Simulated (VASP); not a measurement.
# Au (Fm-3m) in VASP: a series of runs

The runs below take Au through single point, relaxation of cell and atoms, with LDA.

Program: VASP 6.6.1. These are calculated values, not measurements. Logs are shortened: lines on timing, memory, paths and dates and some standing lists are left out, and cuts for length are marked.

## (1) The cell of the first run

Symmetry: Fm-3m, No. 225, cubic system. The conventional cell has a = 3.613 Å, b = 3.613 Å, c = 3.613 Å, α = 90.00°, β = 90.00°, γ = 90.00°. Au (site symmetry m-3m) has 12 Au at 2.55 Å within 3.4 Å.

## (2) Single point, LDA

INCAR

```
ALGO = Normal
EDIFF = 1E-7
ENCUT = 520
GGA = CA
ISIF = 2
ISMEAR = -1
LASPH = True
LCHARG = True
LELF = True
LREAL = False
LVHAR = True
LWAVE = False
NBANDS = 12
NELM = 80
PREC = Accurate
SIGMA = 0.05
```

KPOINTS

```
k-points
0
Gamma
  18 18 18
```

POSCAR

```
Au
1.0
    0.0000000000      1.8063455906      1.8063455906
    1.8063455906      0.0000000000      1.8063455906
    1.8063455906      1.8063455906      0.0000000000
Au
1
Direct
    0.0000000000      0.0000000000      0.0000000000
```

Potentials or basis: VASP PAW LDA potentials, release 64 (Au).

The run is started by

```console
cat potpaw_LDA.64/Au/POTCAR > POTCAR
mpirun -np 1 vasp_std > vasp.out
```

OUTCAR:

```text
EDIFF = 1E-7
   ENCUT = 520
   GGA = CA
   ISIF = 2
   ISMEAR = -1
   LASPH = True
   LREAL = False
   NELM = 80
   PREC = Accurate

 ion  position               nearest neighbor table
   1  0.000  0.000  0.000-

  LATTYP: Found a face centered cubic cell.
 ALAT       =     3.6126911812

  Lattice vectors:

 A1 = (   0.0000000000,   1.8063455906,   1.8063455906)
 A2 = (   1.8063455906,   0.0000000000,   1.8063455906)
 A3 = (   1.8063455906,   1.8063455906,   0.0000000000)

Analysis of symmetry for initial positions (statically):
=====================================================================
 Subroutine PRICEL returns:
 Original cell was already a primitive cell.

 Routine SETGRP: Setting up the symmetry group for a
 face centered cubic supercell.

 Subroutine GETGRP returns: Found 48 space group operations
 (whereof 48 operations were pure point group operations)
 out of a pool of 48 trial point group operations.

The static configuration has the point symmetry O_h .

Analysis of symmetry for dynamics (positions and initial velocities):
=====================================================================
 Subroutine PRICEL returns:
 Original cell was already a primitive cell.

 Routine SETGRP: Setting up the symmetry group for a
 face centered cubic supercell.

 Subroutine GETGRP returns: Found 48 space group operations
 (whereof 48 operations were pure point group operations)
 out of a pool of 48 trial point group operations.

The dynamic configuration has the point symmetry O_h .

 Subroutine INISYM returns: Found 48 space group operations
 (whereof 48 operations are pure point group operations),
 and found     1 'primitive' translations

----------------------------------------------------------------------------------------

                                     Primitive cell

  volume of cell :      11.7878

  direct lattice vectors                    reciprocal lattice vectors
     0.000000000  1.806345591  1.806345591    -0.276801960  0.276801960  0.276801960
     1.806345591  0.000000000  1.806345591     0.276801960 -0.276801960  0.276801960
     1.806345591  1.806345591  0.000000000     0.276801960  0.276801960 -0.276801960

  length of vectors
     2.554558433  2.554558433  2.554558433     0.479435058  0.479435058  0.479435058

  position of ions in fractional coordinates (direct lattice)
     0.000000000  0.000000000  0.000000000

  ion indices of the primitive-cell ions
   primitive index   ion index
                 1           1

----------------------------------------------------------------------------------------

 KPOINTS: k-points

Automatic generation of k-mesh.
 Grid dimensions read from file:
 generate k-points for:   18   18   18

 Generating k-lattice:

  Cartesian coordinates                     Fractional coordinates (reciprocal lattice)
    -0.015377887  0.015377887  0.015377887     0.055555556  0.000000000  0.000000000
     0.015377887 -0.015377887  0.015377887     0.000000000  0.055555556  0.000000000
     0.015377887  0.015377887 -0.015377887     0.000000000  0.000000000  0.055555556

  Length of vectors
     0.026635281  0.026635281  0.026635281

  Shift w.r.t. Gamma in fractional coordinates (k-lattice)
     0.000000000  0.000000000  0.000000000

 Subroutine IBZKPT returns following result:
 ===========================================

 Found    195 irreducible k-points:

 Following reciprocal coordinates:
            Coordinates               Weight
  0.000000  0.000000  0.000000      1.000000
  0.055556  0.000000  0.000000      8.000000
  0.111111  0.000000  0.000000      8.000000
  0.166667  0.000000  0.000000      8.000000
  0.222222  0.000000  0.000000      8.000000
  0.277778  0.000000  0.000000      8.000000
[... 16 lines left out ...]
 -0.277778  0.055556  0.000000     24.000000
 -0.222222  0.055556  0.000000     24.000000
 [... further k-points ...]
   k-points           NKPTS =    195   k-points in BZ     NKDIM =    195   number of bands    NBANDS=     12
   number of dos      NEDOS =    301   number of ions     NIONS =      1
   total plane-waves  NPLWV =   8000
   dimension x,y,z NGX =    20 NGY =   20 NGZ =   20
   dimension x,y,z NGXF=    40 NGYF=   40 NGZF=   40
   ions per type =               1
   NGX,Y,Z   is equivalent  to a cutoff of  13.02, 13.02, 13.02 a.u.
   NGXF,Y,Z  is equivalent  to a cutoff of  26.03, 26.03, 26.03 a.u.
 SYSTEM =  unknown system
   PREC   = accura    normal or accurate (medium, high low for compatibility)
   ISTART =      0    job   : 0-new  1-cont  2-samecut
   ICHARG =      2    charge: 1-file 2-atom 10-const
   ISPIN  =      1    spin polarized calculation?
   LNONCOLLINEAR =      F non collinear calculations
   LSORBIT =      F    spin-orbit coupling
   LASPH  =      T    aspherical Exc in radial PAW
   ENCUT  =  520.0 eV  38.22 Ry    6.18 a.u.   4.75  4.75  4.75*2*pi/ulx,y,z
   NELM   =     80;   NELMIN=  2; NELMDL= -5     # of ELM steps
   EDIFF  = 0.1E-06   stopping-criterion for ELM
   LREAL  =      F    real-space projection
   EDIFFG = 0.1E-05   stopping-criterion for IOM
   NSW    =      0    number of steps for IOM
   IBRION =     -1    ionic relax: 0-MD 1-quasi-New 2-CG
   NFREE  =      0    steps in history (QN), initial steepest desc. (CG)
   ISIF   =      2    stress and relaxation
   ISYM   =      2    0-nonsym 1-usesym 2-fastsym
   POTIM  = 0.5000    time-step for ionic-motion
   TEBEG  =    0.0;   TEEND  =   0.0 temperature during run
   PSTRESS=    0.0 pullay stress
   NELECT =      11.0000    total number of electrons
   NUPDOWN=      -1.0000    fix difference up-down
   EMIN   =  10.00;   EMAX   =-10.00  energy-range for DOS
   EFERMI =   0.00;   METHOD = LEGACY
   ISMEAR =    -1;   SIGMA  =   0.05  broadening in eV -4-tet -1-fermi 0-gaus
   EFERMI_NEDOS =   21; number of points for ismear=-14 and -15
   IALGO  =     38    algorithm
   IMIX   =      4    mixing-type and parameters
     AMIX     =   0.40;   BMIX     =  1.00
     AMIX_MAG =   1.60;   BMIX_MAG =  1.00
  volume/ion in A,a.u.               =      11.79        79.55
  Fermi-wavevector in a.u.,A,eV,Ry     =   1.599785  3.023155 34.821543  2.559311
  Thomas-Fermi vector in A             =   2.697023
   LORBIT       =      0    0 simple, 1 ext, 2 COOP (PROOUT), +10 PAW based schemes
   GGA     = CA    functional components
   LHFCALC =     F    Hartree Fock is set to
   AEXX    =    0.0000 exact exchange contribution
   IVDW    =     0    specifies the selected vdW correction
   LEPSILON=     F    determine dielectric tensor
   LRPA    =     F    only Hartree local field effects (RPA)
 non-spin polarized calculation
  energy-cutoff  :      520.00
  volume of cell :       11.79
 maximum number of plane-waves:       332
   NGX =  9   NGY =  9   NGZ =  9

 number of electron      11.0000001 magnetization

 Free energy of the ion-electron system (eV)
  ---------------------------------------------------
  ext. energy  EPLUGINS =         0.00000000
  ---------------------------------------------------
  free energy    TOTEN  =        -2.63119713 eV

  energy without entropy =       -2.62855368  energy(sigma->0) =       -2.62987540

 E-fermi :  17.3629     XC(G=0): -15.2064

 val. band max:       17.3421426485   @ k =  -0.2222   0.2778   0.0556
 cond. band min:      17.3857358254   @ k =  -0.2222   0.2778   0.1111
 fundamental gap:      0.0435931769
 Fermi energy:        17.3628942188

 k-point     1 :       0.0000    0.0000    0.0000
  band No.  band energies     occupation
      1       2.4442      2.00000
      2       9.6195      2.00000
      3       9.6195      2.00000
      4       9.6195      2.00000
      5      12.5086      2.00000
      6      12.5086      2.00000
      7      30.0324      0.00000
      8      36.2301      0.00000
      9      36.2301      0.00000
     10      36.2301      0.00000
     11      42.6531      0.00000
     12      53.2552      0.00000

 k-point     2 :       0.0556    0.0000    0.0000
  band No.  band energies     occupation
      1       2.5996      2.00000
      2       9.5438      2.00000
      3       9.6851      2.00000
      4       9.6851      2.00000
      5      12.4672      2.00000
      6      12.4672      2.00000
      7      30.2976      0.00000
      8      35.5094      0.00000
      9      36.4898      0.00000
     10      36.4898      0.00000
     11      43.5447      0.00000
     12      51.2193      0.00000

 k-point     3 :       0.1111    0.0000    0.0000
  band No.  band energies     occupation
      1       3.0478      2.00000
      2       9.3538      2.00000
      3       9.8570      2.00000
      4       9.8570      2.00000
      5      12.3773      2.00000
      6      12.3773      2.00000
      7      31.0282      0.00000
      8      34.0189      0.00000
      9      37.2494      0.00000
     10      37.2494      0.00000
     11      45.1882      0.00000
     12      48.6211      0.00000
[... 286 lines left out ...]
 k-point    23 :      -0.2778    0.0556    0.0000
  band No.  band energies     occupation
      1       5.3430      2.00000
      2       9.6091      2.00000
      3      10.0026      2.00000
      4      10.0685      2.00000
      5      12.7427      2.00000
      6      13.7666      2.00000
      7      28.5762      0.00000
      8      32.4924      0.00000
      9      38.9214      0.00000
     10      40.8548      0.00000
     11      42.0854      0.00000
     12      43.6794      0.00000

 k-point    24 :      -0.2222    0.0556    0.0000
  band No.  band energies     occupation
      1       4.8477      2.00000
      2       9.0638      2.00000
      3      10.1354      2.00000
      4      10.2126      2.00000
      5      12.2135      2.00000
      6      13.1572      2.00000
      7      30.2761      0.00000
      8      33.1365      0.00000
      9      39.0790      0.00000
     10      40.5295      0.00000
     11      41.5747      0.00000
     12      44.6182      0.00000

 [... further k-points ...]

------------------------ aborting loop because EDIFF is reached ----------------------------------------

  FORCE on cell =-STRESS in cart. coord.  units (eV):
  Direction    XX          YY          ZZ          XY          YZ          ZX
  --------------------------------------------------------------------------------------
  -------------------------------------------------------------------------------------
  Total       12.7267603     12.7267603     12.7267603      0.0000000     -0.0000000      0.0000000
  in kB     1729.8001085   1729.8001085   1729.8001085      0.0000000     -0.0000000      0.0000000
  external PRESSURE =    1729.8001085 kB  Pullay stress =       0.0000000 kB

 VOLUME and BASIS-vectors are now :
 -----------------------------------------------------------------------------
  energy-cutoff  :      520.00
  volume of cell :       11.79
      direct lattice vectors                 reciprocal lattice vectors
     0.000000000  1.806345591  1.806345591    -0.276801960  0.276801960  0.276801960
     1.806345591  0.000000000  1.806345591     0.276801960 -0.276801960  0.276801960
     1.806345591  1.806345591  0.000000000     0.276801960  0.276801960 -0.276801960

 POSITION                                       TOTAL-FORCE (eV/Angst)
 -----------------------------------------------------------------------------------
      0.00000      0.00000      0.00000         0.000000      0.000000      0.000000
 -----------------------------------------------------------------------------------
    total drift:                                0.000000      0.000000      0.000000

  FREE ENERGIE OF THE ION-ELECTRON SYSTEM (eV)
  ---------------------------------------------------
  free  energy   TOTEN  =        -2.6311971295 eV

  energy  without entropy=       -2.6285536775  energy(sigma->0) =       -2.62987540
```

Run time: 22 s. Hardware: 1 thread of Intel Xeon Platinum 8375C at 2.90GHz (Ice Lake), shared host; peak memory 0.14 GiB.

What came out:

| Property | Result |
| --- | --- |
| Free energy | -2.6312 eV |
| Pressure | 173.0 GPa |

Caveat: spin-orbit coupling is left out, which moves the levels of the heavy elements.

## (3) Single point, LDA

INCAR

```
SYSTEM = Au
ALGO = Normal
EDIFF = 1E-6
ENCUT = 520
GGA = CA
ISIF = 2
ISMEAR = -1
LASPH = .TRUE.
LCHARG = .FALSE.
LREAL = .FALSE.
LWAVE = .FALSE.
NBANDS = 12
NELM = 60
PREC = Accurate
SIGMA = 0.05
```

KPOINTS

```
k-points
0
G
  18 18 18
  0 0 0
```

POSCAR is that of step 2.

Potentials or basis: VASP PAW LDA potentials, release 64 (Au).

The run is started by

```console
cat potpaw_LDA.64/Au/POTCAR > POTCAR
mpirun -np 1 vasp_std > vasp.out
```

OUTCAR:

```text
SYSTEM = Au
   EDIFF = 1E-6
   ENCUT = 520
   GGA = CA
   ISIF = 2
   ISMEAR = -1
   LASPH = .TRUE.
   LREAL = .FALSE.
   NELM = 60
   PREC = Accurate

 ion  position               nearest neighbor table
   1  0.000  0.000  0.000-

  LATTYP: Found a face centered cubic cell.
 ALAT       =     3.6126911812

  Lattice vectors:

 A1 = (   0.0000000000,   1.8063455906,   1.8063455906)
 A2 = (   1.8063455906,   0.0000000000,   1.8063455906)
 A3 = (   1.8063455906,   1.8063455906,   0.0000000000)

Analysis of symmetry for initial positions (statically):
[... 530 lines left out ...]
      7      30.2761      0.00000
      8      33.1365      0.00000
      9      39.0790      0.00000
     10      40.5295      0.00000
     11      41.5747      0.00000
     12      44.6182      0.00000

 [... further k-points ...]
[... 5 lines left out ...]
  --------------------------------------------------------------------------------------
  -------------------------------------------------------------------------------------
  Total       12.7267389     12.7267389     12.7267389      0.0000000      0.0000000      0.0000000
  in kB     1729.7972082   1729.7972082   1729.7972082      0.0000000      0.0000000      0.0000000
  external PRESSURE =    1729.7972082 kB  Pullay stress =       0.0000000 kB

 VOLUME and BASIS-vectors are now :
 -----------------------------------------------------------------------------
  energy-cutoff  :      520.00
  volume of cell :       11.79
      direct lattice vectors                 reciprocal lattice vectors
     0.000000000  1.806345591  1.806345591    -0.276801960  0.276801960  0.276801960
     1.806345591  0.000000000  1.806345591     0.276801960 -0.276801960  0.276801960
     1.806345591  1.806345591  0.000000000     0.276801960  0.276801960 -0.276801960

 POSITION                                       TOTAL-FORCE (eV/Angst)
 -----------------------------------------------------------------------------------
      0.00000      0.00000      0.00000         0.000000     -0.000000      0.000000
 -----------------------------------------------------------------------------------
    total drift:                                0.000000     -0.000000     -0.000000

  FREE ENERGIE OF THE ION-ELECTRON SYSTEM (eV)
  ---------------------------------------------------
  free  energy   TOTEN  =        -2.6311971299 eV

  energy  without entropy=       -2.6285536783  energy(sigma->0) =       -2.62987540
```

OSZICAR:

```text
N       E                     dE             d eps       ncg     rms          rms(c)
DAV:   1     0.544066760435E+02    0.54407E+02   -0.58107E+03  4768   0.858E+02
DAV:   2    -0.213984911085E+01   -0.56547E+02   -0.53830E+02  5600   0.211E+02
DAV:   3    -0.291406583081E+01   -0.77422E+00   -0.77378E+00  5696   0.230E+01
DAV:   4    -0.291604351833E+01   -0.19777E-02   -0.19776E-02  5736   0.134E+00
DAV:   5    -0.291605260139E+01   -0.90831E-05   -0.90836E-05  5772   0.817E-02    0.303E+01
DAV:   6    -0.270223765766E+01    0.21381E+00   -0.23484E-01  5372   0.438E+00    0.177E+01
DAV:   7    -0.263537003435E+01    0.66868E-01   -0.12703E-01  5412   0.312E+00    0.189E+00
DAV:   8    -0.263117848909E+01    0.41915E-02   -0.12317E-02  5232   0.109E+00    0.195E-01
DAV:   9    -0.263119435002E+01   -0.15861E-04   -0.34738E-05  5764   0.601E-02    0.214E-02
DAV:  10    -0.263119712731E+01   -0.27773E-05   -0.17620E-06  5408   0.798E-03    0.494E-03
DAV:  11    -0.263119712993E+01   -0.26214E-08   -0.68086E-08  3312   0.242E-03
   1 F= -.26311971E+01 E0= -.26298754E+01  d E =-.264345E-02
```

stdout:

```text
POSCAR found type information on POSCAR Au
 POSCAR found :  1 types and       1 ions
 scaLAPACK will be used
 LDA part: xc-table for (Slater(with rela. corr.)+CA(PZ))
 , standard interpolation
 POSCAR, INCAR and KPOINTS ok, starting setup
 FFT: planning ... GRIDC
 FFT: planning ... GRID_SOFT
 FFT: planning ... GRID
 WAVECAR not read
 entering main loop
```

Run time: 19 s. Hardware: 1 thread of Intel Xeon Platinum 8375C at 2.90GHz (Ice Lake), shared host; peak memory 0.14 GiB.

Results:

| Property | Result |
| --- | --- |
| Free energy | -2.6312 eV |
| Pressure | 173.0 GPa |

Caveat: spin-orbit coupling is left out, which moves the levels of the heavy elements.

(Part 1 of 2 ends here.)
